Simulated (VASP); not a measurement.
## Al2GaAs3: density of states with PBE

The system is Al2GaAs3.

```
Al Ga As
1.0
     4.05395    0.00000    0.00000
    -2.02698    3.51082    0.00000
     0.00000    0.00000    9.93483
Al Ga As
2 1 3
Direct
  0.33333 0.66667 0.66672
  0.66667 0.33333 0.33369
  0.00000 0.00000 0.99958
  0.00000 0.00000 0.74916
  0.33333 0.66667 0.41669
  0.66667 0.33333 0.08415
```

- Program: VASP 6.6.1
- Task: density of states
- Functional: PBE
- Potentials or basis: VASP PAW PBE potentials, release 64 (Al, Ga_d, As)
- Cutoff: 520 eV
- k mesh: 12 × 12 × 4
- Occupations: gaussian, width 0.02 eV
- Spin: no spin polarisation
- Dipole correction: no
- k mesh for the DOS: 18 × 18 × 6
- Occupations for the DOS: tetrahedron
- Further INCAR settings: ALGO = Normal; EDIFF = 1e-06

```yaml
Valence_electrons_inside_the_program's_atomic_spheres: Al 0.76; Ga 11.62; As 2.86, 2.87, 2.82
```

Levels at points of the mesh, in eV from the valence-band top:
```csv
k point,band 14,band 15,band 16,band 17,band 18,band 19,band 20,band 21
"(0.00, 0.00, 0.00)",-0.70,-0.04,0.00,0.00,0.95,1.90,2.04,4.02
"(0.50, 0.00, 0.00)",-2.26,-2.15,-1.40,-1.31,1.46,1.97,2.62,2.76
"(0.00, 0.00, 0.50)",-0.44,-0.44,-0.18,-0.18,1.39,2.17,2.46,4.43
"(0.50, 0.00, 0.50)",-2.02,-1.99,-0.92,-0.92,1.51,1.94,2.14,3.52
```

Wall time 11 min on 1 thread of Intel(R) Xeon(R) Platinum 8259CL CPU @ 2.50GHz (Skylake/Cascade Lake) (shared host), peak memory 0.73 GiB.
